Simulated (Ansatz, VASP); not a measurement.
## B: VASP beside Ansatz

Contents of INCAR:

```
SYSTEM = B
PREC = Accurate
ENCUT = 520
EDIFF = 1E-6
ISMEAR = 0
SIGMA = 0.1
LREAL = .False.
LASPH = .True.
NELM = 80
ALGO = Normal
ISIF = 2
LWAVE = .False.
LCHARG = .False.
GGA = PE
NBANDS = 14
```

Contents of KPOINTS:

```
regular mesh
0
Gamma
  8 8 8
  0 0 0
```

File POSCAR:

```
B
1.0
   -1.6946780400      1.6946780400      2.7212783600
    1.6946780400     -1.6946780400      2.7212783600
    1.6946780400      1.6946780400     -2.7212783600
B
4
Direct
    0.7202863500      0.2202863500      0.9405727000
    0.2797136500      0.7797136500      0.0594273000
    0.7797136500      0.7202863500      0.5000000000
    0.2202863500      0.2797136500      0.5000000000
```

Input for Ansatz:

```yaml
crystal:
  lattice:
    - [-1.69467804, 1.69467804, 2.72127836]
    - [1.69467804, -1.69467804, 2.72127836]
    - [1.69467804, 1.69467804, -2.72127836]
  atoms:
    - { symbol: B, position: [0.72028635, 0.22028635, 0.9405727] }
    - { symbol: B, position: [0.27971365, 0.77971365, 0.0594273] }
    - { symbol: B, position: [0.77971365, 0.72028635, 0.5] }
    - { symbol: B, position: [0.22028635, 0.27971365, 0.5] }
basis:
  ecutwfc: 420
kpoints:
  mp_grid: { grid: [8, 8, 8] }
hamiltonian:
  xc: pbe
scf:
  occupations: { method: gaussian, width: 0.1 }
  lower_state_search: "off"
output:
  forces: true
  stress: true
  eigenvalues: true
```

Alike in both runs: task single point; functional PBE; k mesh 8 × 8 × 8; occupations gaussian, width 0.1 eV; no spin polarisation.

|  | VASP | Ansatz |
| --- | --- | --- |
| version | VASP 6.6.1 | Ansatz 0.2.0 |
| potentials or method | VASP PAW PBE potentials, release 64 (B), cutoff 520 eV | scalar-relativistic, plane waves, PAW |
| valence electrons in the cell | 12 | 12 |

|  | VASP | Ansatz | Ansatz less VASP |
| --- | --- | --- | --- |
| gap on the k mesh at the Fermi level (eV) | none | none | - |
| pressure (GPa) | 9.3 | 9.3 | +0.05 |
| traceless stress, the component that is largest in VASP (GPa) | -9.65 | -9.66 | -0.012 |
| rms of the force components (eV/Å) | 1.634 | 1.632 | -0.0023 |

Atom by atom the forces differ by 0.002 eV/Å (rms over components). A gap of «none» marks a metal or a gap that the smearing closes.
